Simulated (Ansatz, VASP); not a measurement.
# Two plane-wave programs on NiO

```
Ni O
1.0
     1.43814    0.83031    2.33081
    -1.43814    0.83031    2.33081
     0.00000   -4.98186    0.00000
Ni O
2 2
Direct
  0.00000 0.00000 0.00000
  0.50000 0.50000 0.50000
  0.75000 0.75000 0.25000
  0.25000 0.25000 0.75000
```

Alike in both runs: task single point; functional LDA; k mesh 8 × 8 × 4; occupations gaussian, width 0.1 eV; collinear spin.

|  | VASP | Ansatz |
| --- | --- | --- |
| version | VASP 6.6.1 | Ansatz 0.2.0 |
| potentials or method | VASP PAW LDA potentials, release 64 (Ni, O), cutoff 600 eV | scalar-relativistic, plane waves, PAW |
| valence electrons in the cell | 32 | 48 |

VASP gave:

```
gap on the k mesh at the Fermi level (eV)                     : 0.39
least direct gap on the mesh (eV)                             : 0.71
pressure (GPa)                                                : 0.4
net moment per atom (μB)                                      : 0.00
size of the moment on the site where the two differ most (μB) : 1.08
```

Question: Estimate Ansatz's values.

Answer: gap on the k mesh at the Fermi level (eV): 0.45; least direct gap on the mesh (eV): 0.74; pressure (GPa): 0.8; net moment per atom (μB): 0.00; size of the moment on the site where the two differ most (μB): 1.14.

LDA's correlation is that of Perdew and Zunger in VASP and of Perdew and Wang (1992) in Ansatz. Site moments also hang on the region over which each program counts them. VASP's potentials hold 32 valence electrons a cell and Ansatz's 48, so a difference there can come from the potentials and not from the codes.
